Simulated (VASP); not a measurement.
# BP (F-43m) in VASP: a series of runs, part 2 of 2

VASP 6.6.1. The steps go on from the part before.

### 3 Single point, PBE (volume scaled by 1.02)

INCAR reads:

```
SYSTEM = BP
PREC = Accurate ; ENCUT = 520
EDIFF = 1E-6 ; ISMEAR = 0
SIGMA = 0.01 ; LREAL = .FALSE.
LASPH = .TRUE. ; NELM = 60
ALGO = Normal ; ISIF = 2
LWAVE = .FALSE. ; LCHARG = .FALSE.
GGA = PE ; NBANDS = 11
```

KPOINTS reads:

```
regular mesh
0
G
  10 10 10
  0 0 0
```

POSCAR reads:

```
BP
1.0
    0.0000000000      2.2892519227      2.2892519227
    2.2892519227      0.0000000000      2.2892519227
    2.2892519227      2.2892519227      0.0000000000
B P
1 1
Direct
    0.0000000000      0.0000000000      0.0000000000
    0.7500000000      0.7500000000      0.7500000000
```

Potentials or basis: VASP PAW PBE potentials, release 64 (B, P).

The run is started by

```bash
$ cat potpaw_PBE.64/B/POTCAR potpaw_PBE.64/P/POTCAR > POTCAR
$ mpirun -np 1 vasp_std > vasp.out
```

OUTCAR:

```text
SYSTEM = BP
   PREC = Accurate
   ENCUT = 520
   EDIFF = 1E-6
   ISMEAR = 0
   LREAL = .FALSE.
   LASPH = .TRUE.
   NELM = 60
   ISIF = 2
   GGA = PE

 ion  position               nearest neighbor table
   1  0.000  0.000  0.000-   2 1.98   2 1.98   2 1.98   2 1.98
   2  0.750  0.750  0.750-   1 1.98   1 1.98   1 1.98   1 1.98

  LATTYP: Found a face centered cubic cell.
 ALAT       =     4.5785038454

  Lattice vectors:

 A1 = (   0.0000000000,   2.2892519227,   2.2892519227)
 A2 = (   2.2892519227,   0.0000000000,   2.2892519227)
 A3 = (   2.2892519227,   2.2892519227,   0.0000000000)
[... 512 lines left out ...]
      7      16.4053      0.00000
      8      16.4404      0.00000
      9      20.8116      0.00000
     10      22.2324      0.00000
     11      23.8036      0.00000

 [... further k-points ...]
[... 5 lines left out ...]
  --------------------------------------------------------------------------------------
  -------------------------------------------------------------------------------------
  Total       -0.4935250     -0.4935250     -0.4935250     -0.0000000      0.0000000     -0.0000000
  in kB      -32.9540614    -32.9540614    -32.9540614     -0.0000000      0.0000000     -0.0000000
  external PRESSURE =     -32.9540614 kB  Pullay stress =       0.0000000 kB

 VOLUME and BASIS-vectors are now :
 -----------------------------------------------------------------------------
  energy-cutoff  :      520.00
  volume of cell :       23.99
      direct lattice vectors                 reciprocal lattice vectors
     0.000000000  2.289251923  2.289251923    -0.218411960  0.218411960  0.218411960
     2.289251923  0.000000000  2.289251923     0.218411960 -0.218411960  0.218411960
     2.289251923  2.289251923  0.000000000     0.218411960  0.218411960 -0.218411960

 POSITION                                       TOTAL-FORCE (eV/Angst)
 -----------------------------------------------------------------------------------
      0.00000      0.00000      0.00000        -0.000000     -0.000000     -0.000000
      3.43388      3.43388      3.43388         0.000000      0.000000      0.000000
 -----------------------------------------------------------------------------------
    total drift:                               -0.000000     -0.000000     -0.000000

  FREE ENERGIE OF THE ION-ELECTRON SYSTEM (eV)
  ---------------------------------------------------
  free  energy   TOTEN  =       -12.9258761570 eV

  energy  without entropy=      -12.9258761570  energy(sigma->0) =      -12.92587616
```

OSZICAR:

```text
N       E                     dE             d eps       ncg     rms          rms(c)
DAV:   1     0.772399245196E+01    0.77240E+01   -0.39041E+03  1042   0.654E+02
DAV:   2    -0.129885560545E+02   -0.20713E+02   -0.19755E+02  1378   0.107E+02
DAV:   3    -0.135753092247E+02   -0.58675E+00   -0.58491E+00  1303   0.153E+01
DAV:   4    -0.135779544535E+02   -0.26452E-02   -0.26450E-02  1171   0.116E+00
DAV:   5    -0.135779690613E+02   -0.14608E-04   -0.14608E-04  1292   0.888E-02    0.693E+00
DAV:   6    -0.130157303438E+02    0.56224E+00   -0.13168E+00  1154   0.488E+00    0.374E+00
DAV:   7    -0.129328438480E+02    0.82886E-01   -0.20791E-01  1280   0.227E+00    0.130E+00
DAV:   8    -0.129253365715E+02    0.75073E-02   -0.25528E-02  1215   0.905E-01    0.184E-01
DAV:   9    -0.129256662210E+02   -0.32965E-03   -0.71929E-04  1201   0.178E-01    0.113E-01
DAV:  10    -0.129258645605E+02   -0.19834E-03   -0.24994E-04  1154   0.991E-02    0.274E-02
DAV:  11    -0.129258752123E+02   -0.10652E-04   -0.11216E-05  1317   0.222E-02    0.310E-02
DAV:  12    -0.129258762795E+02   -0.10672E-05   -0.44723E-06  1163   0.104E-02    0.123E-02
DAV:  13    -0.129258761570E+02    0.12243E-06   -0.11388E-07   571   0.224E-03
   1 F= -.12925876E+02 E0= -.12925876E+02  d E =-.853811E-43
```

stdout:

```text
POSCAR found type information on POSCAR B P
 POSCAR found :  2 types and       2 ions
 scaLAPACK will be used
 LDA part: xc-table for (Slater+PW92), standard interpolation
 POSCAR, INCAR and KPOINTS ok, starting setup
 FFT: planning ... GRIDC
 FFT: planning ... GRID_SOFT
 FFT: planning ... GRID
 WAVECAR not read
 entering main loop
```

It took 3.8 s on 1 thread of Intel Xeon 6975P-C (Granite Rapids), shared host; peak memory 0.13 GiB.

Results:

```
Free energy            : -12.9259 eV
Pressure               : -3.3 GPa
Band gap on the k mesh : 1.28 eV, indirect (least direct gap 3.36 eV)
```

Caveat: the cell differs from its parent crystal (volume scaled by 1.02).

### 4 Single point, PBE

This run uses another cell than the first one, of 11.76 Å³/atom, 1.020 times its volume.

INCAR reads:

```
ALGO = Normal
EDIFF = 1E-6
ENCUT = 520
GGA = PE
ISIF = 2
ISMEAR = 0
LASPH = True
LCHARG = False
LREAL = False
LWAVE = False
NBANDS = 11
NELM = 60
PREC = Accurate
SIGMA = 0.02
```

KPOINTS reads:

```
k-points
0
Gamma
  10 10 10
```

POSCAR reads:

```
BP
1.0
    0.0000000000      2.2741906187      2.2741906187
    2.2741906187      0.0000000000      2.2741906187
    2.2741906187      2.2741906187      0.0000000000
B P
1 1
Direct
    0.0000000000      0.0000000000      0.0000000000
    0.7500000000      0.7500000000      0.7500000000
```

The run is started by

```bash
$ cat potpaw_PBE.64/B/POTCAR potpaw_PBE.64/P/POTCAR > POTCAR
$ mpirun -np 1 vasp_std > vasp.out
```

It took 3.6 s on 1 thread of Intel Xeon 6975P-C (Granite Rapids), shared host; peak memory 0.13 GiB.

Results (log left out):

- Free energy: -12.9309 eV
- Pressure: -0.2 GPa
- Band gap on the k mesh: 1.25 eV, indirect (least direct gap 3.39 eV)

Levels at points of the mesh, in eV from the valence-band top:
```csv
k point,band 1,band 2,band 3,band 4,band 5,band 6,band 7,band 8
"(0.00, 0.00, 0.00)",-15.40,0.00,0.00,0.00,3.39,3.39,3.39,7.27
"(0.50, 0.00, 0.00)",-12.10,-8.98,-1.75,-1.75,3.74,4.71,4.71,10.10
"(0.50, 0.50, 0.00)",-10.58,-8.55,-4.09,-4.09,1.35,1.67,12.06,12.06
```

### 5 Single point, PBE

This run uses another cell than the first one, of 10.21 Å³/atom, 0.885 times its volume.

INCAR reads:

```
SYSTEM = BP
PREC = Accurate
ENCUT = 520
EDIFF = 1E-6
ISMEAR = 0
SIGMA = 0.01
LREAL = .False.
LASPH = .True.
NELM = 80
ALGO = Normal
ISIF = 2
LWAVE = .False.
LCHARG = .False.
GGA = PE
NBANDS = 11
```

KPOINTS reads:

```
regular mesh
0
Gamma
  10 10 10
  0 0 0
```

POSCAR reads:

```
BP
1.0
    0.0000000000      2.1691802231      2.1691802231
    2.1691802231      0.0000000000      2.1691802231
    2.1691802231      2.1691802231      0.0000000000
B P
1 1
Direct
    0.0000000000      0.0000000000      0.0000000000
    0.7500000000      0.7500000000      0.7500000000
```

The run is started by

```bash
$ cat potpaw_PBE.64/B/POTCAR potpaw_PBE.64/P/POTCAR > POTCAR
$ mpirun -np 1 vasp_std > vasp.out
```

Run time: 8 s. Hardware: 1 thread of Intel Xeon 8259CL, shared host; peak memory 0.13 GiB.

It converged, with:

| Property | Result |
| --- | --- |
| Free energy | -12.6749 eV |
| Pressure | 29.6 GPa |
| Band gap on the k mesh | 1.04 eV, indirect (least direct gap 3.64 eV) |

Levels at points of the mesh, in eV from the valence-band top:
```tsv
k point	band 1	band 2	band 3	band 4	band 5	band 6	band 7	band 8
(0.00, 0.00, 0.00)	-16.71	0.00	0.00	0.00	3.64	3.64	3.64	9.50
(0.50, 0.00, 0.00)	-12.84	-10.04	-1.91	-1.91	4.62	4.80	4.80	10.59
(0.50, 0.50, 0.00)	-11.12	-9.30	-4.61	-4.61	1.04	1.54	13.42	13.42
```

### 6 The runs side by side

```csv
cell,smearing,gap on the mesh (eV),pressure (GPa)
"a = 3.195 Å, angles 60.0°, 2 atoms",gaussian 0.01 eV,1.22,3.2
"a = 3.237 Å, angles 60.0°, 2 atoms",gaussian 0.01 eV,1.28,-3.3
"a = 3.216 Å, angles 60.0°, 2 atoms",gaussian 0.02 eV,1.25,-0.2
"a = 3.068 Å, angles 60.0°, 2 atoms",gaussian 0.01 eV,1.04,29.6
```

Alike in all rows: task single point; level PBE; potentials or basis VASP PAW PBE potentials, release 64 (B, P); no spin polarisation; k mesh 10 × 10 × 10; cutoff (eV) 520.

Absolute energies hang on the potentials; compare differences alone.
